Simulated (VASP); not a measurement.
Write the native input for VASP 6.6.1 that does the following.

```yaml
Task: single point
Functional: PBEsol
Potentials_or_basis: VASP PAW PBE potentials, release 64 (Al, N)
Cutoff: 520 eV
k_mesh: 9 × 9 × 6
Occupations: gaussian, width 0.02 eV
Spin: no spin polarisation
Dipole_correction: no
Further_INCAR_settings: ALGO = Normal; EDIFF = 1e-07; NBANDS = 16
```

The structure of AlN lies in POSCAR:

```
AlN
1.0
    3.0727990452      0.0309544714      0.0622200430
   -1.5095921640      2.6495513981     -0.0547112739
    0.0995600000     -0.0436072800      4.9974639800
Al N
2 2
Direct
    0.3358028052      0.6511556085      0.0029148252
    0.6564358495      0.3239613730      0.4932302129
    0.3404529800      0.6636639277      0.3823583769
    0.6673083653      0.3612190908      0.8914945761
```

This cell differs from its parent crystal: atoms moved at random and the cell strained at random.

The input as run:

INCAR

```
SYSTEM = AlN
ALGO = Normal
EDIFF = 1E-7
ENCUT = 520
GGA = PS
ISIF = 2
ISMEAR = 0
LASPH = .True.
LCHARG = .False.
LREAL = .False.
LWAVE = .False.
NBANDS = 16
NELM = 100
PREC = Accurate
SIGMA = 0.02
```

KPOINTS

```
k-points
0
Gamma
  9 9 6
  0 0 0
```

Potentials or basis: VASP PAW PBE potentials, release 64 (Al, N).

Run with:

```console
$ cat potpaw_PBE.64/Al/POTCAR potpaw_PBE.64/N/POTCAR > POTCAR
$ mpirun -np 1 vasp_std > vasp.out
```

It gave:

```json
{
 "Pressure": "8.4 GPa",
 "Largest force": "3.857 eV/Å",
 "Band gap on the k mesh": "4.15 eV, direct"
}
```

Caveat: the cell differs from its parent crystal (atoms moved at random and the cell strained at random); the PAW data sets were made with another functional, which shifts forces and pressure a little.

Wall time 63 s on 1 thread of Intel(R) Xeon(R) 6975P-C (Granite Rapids), on a shared host, peak memory 0.24 GiB.
